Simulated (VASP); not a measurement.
Here is a VASP 6.6.1 calculation.

The input INCAR:

```
SYSTEM = SnO
PREC = Accurate ; ENCUT = 520
EDIFF = 1E-7 ; ISMEAR = 0
SIGMA = 0.1 ; LREAL = .FALSE.
LASPH = .TRUE. ; NELM = 100
ALGO = Normal ; ISIF = 2
LWAVE = .FALSE. ; LCHARG = .FALSE.
GGA = PE ; NBANDS = 28
```

File KPOINTS:

```
Automatic mesh
0
G
  6 6 4
  0 0 0
```

The input POSCAR:

```
SnO
1.0
    3.3669373682      0.0000000028      0.0000000000
   -1.6834686865      2.9158532924      0.0000000000
    0.0000000000      0.0000000000      8.8597317093
Sn O
2 2
Direct
    0.3333333333      0.6666666667      0.3777426838
    0.6666666667      0.3333333333      0.8777426838
    0.3333333333      0.6666666667     -0.0046077538
    0.6666666667      0.3333333333      0.4953922462
```

Potentials or basis: VASP PAW PBE potentials, release 64 (Sn_d, O).

Run with:

```console
$ cat potpaw_PBE.64/Sn_d/POTCAR potpaw_PBE.64/O/POTCAR > POTCAR
$ mpirun -np 1 vasp_std > vasp.out
```

(1) Predict the pressure.

(2) What does it give for the largest force?

(3) Estimate the band gap on the k mesh.

Results:

(1) 0.3 GPa.

(2) 0.056 eV/Å.

(3) 1.45 eV, indirect (least direct gap 1.57 eV).

Caveat: spin-orbit coupling is left out, which moves the levels of the heavy elements.
